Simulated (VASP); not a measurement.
Here is a VASP 6.6.1 calculation.

File INCAR:

```
SYSTEM = LiH
ALGO = Normal
EDIFF = 1E-6
ENCUT = 750
GGA = PS
GGA_COMPAT = .FALSE.
ISIF = 2
ISMEAR = 0
LASPH = .TRUE.
LCHARG = .TRUE.
LELF = .TRUE.
LREAL = .FALSE.
LVHAR = .TRUE.
LWAVE = .FALSE.
NBANDS = 9
NELM = 120
PREC = Accurate
SIGMA = 0.01
```

File KPOINTS:

```
k-points
0
G
  4 4 4
  0 0 0
```

File POSCAR:

```
LiH
1.0
    0.0000000000      2.0029948411      2.0029948411
    2.0029948411      0.0000000000      2.0029948411
    2.0029948411      2.0029948411      0.0000000000
Li H
1 1
Direct
    0.0000000000      0.0000000000      0.0000000000
    0.5000000000      0.5000000000      0.5000000000
```

Potentials or basis: VASP PAW PBE potentials, release 64 (Li_sv, H).

Launch:

```console
$ cat potpaw_PBE.64/Li_sv/POTCAR potpaw_PBE.64/H/POTCAR > POTCAR
$ mpirun -np 1 vasp_std > vasp.out
```

Problem. Estimate the band gap on the k mesh.

Solution. 2.73 eV.

Problem. Predict the pressure.

Solution. -0.4 GPa.

Caveat: the k points lie up to 0.68 Å⁻¹ apart; the PAW data sets were made with another functional, which shifts forces and pressure a little. A k mesh can miss the band edges.
